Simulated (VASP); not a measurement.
A run of VASP 6.6.1 is set up as follows.

The input POSCAR:

```
As
1.0
    2.8770503439      0.0000000000      0.0000000000
   -1.4385251719      2.4915986858      0.0000000000
    0.0000000000      0.0000000000      9.7919106603
As
4
Direct
    0.0000000000      1.0000000000      0.0000000000
    0.0000000000      1.0000000000      0.5000000000
    0.3333333333      0.6666666667      0.2500000000
    0.6666666667      0.3333333333      0.7500000000
```

File INCAR.step1:

```
SYSTEM = As
PREC     = Accurate       ! precision mode
ENCUT    = 520            ! plane-wave cutoff, eV
ISMEAR   = -1             ! smearing method
SIGMA    = 0.1            ! smearing width, eV
LREAL    = .False.        ! projectors in reciprocal space
LASPH    = .True.         ! aspherical terms in the spheres
NELM     = 100            ! most SCF steps
NBANDS   = 18             ! bands
GGA      = PE             ! functional
ALGO     = Normal         ! electronic algorithm
EDIFF    = 1E-4           ! SCF threshold, eV
LWAVE    = .True.         ! write WAVECAR
LCHARG   = .False.        ! write CHGCAR
```

File INCAR.step2:

```
SYSTEM = As
PREC     = Accurate       ! precision mode
ENCUT    = 520            ! plane-wave cutoff, eV
EDIFF    = 1E-6           ! SCF threshold, eV
ISMEAR   = -1             ! smearing method
SIGMA    = 0.1            ! smearing width, eV
LREAL    = .False.        ! projectors in reciprocal space
LASPH    = .True.         ! aspherical terms in the spheres
NELM     = 100            ! most SCF steps
ALGO     = Normal         ! electronic algorithm
ISIF     = 2              ! what is computed and relaxed
LWAVE    = .False.        ! write WAVECAR
LCHARG   = .False.        ! write CHGCAR
METAGGA  = R2SCAN         ! meta-GGA
LMIXTAU  = .True.       
NBANDS   = 18             ! bands
ISTART   = 1
```

File KPOINTS:

```
Automatic mesh
0
Gamma
  14 14 4
  0 0 0
```

Potentials or basis: VASP PAW PBE potentials, release 64 (As).

Command:

```console
$ cat potpaw_PBE.64/As/POTCAR > POTCAR
$ cp INCAR.step1 INCAR
$ mpirun -np 1 vasp_std > vasp.out
$ cp INCAR.step2 INCAR
$ mpirun -np 1 vasp_std > vasp.out
```

**Question.** Predict the band gap on the k mesh.

**Answer.** Zero (band 10 reaches 13.38 eV, above the bottom of band 11 at 4.26 eV).

**Question.** What does it give for the pressure?

**Answer.** 8.1 GPa.

Stress tensor (GPa, compression positive):
```
7.83 0.00 0.00
0.00 7.83 0.00
0.00 0.00 8.60
```

Caveat: the PAW data sets were made with another functional, which shifts forces and pressure a little.
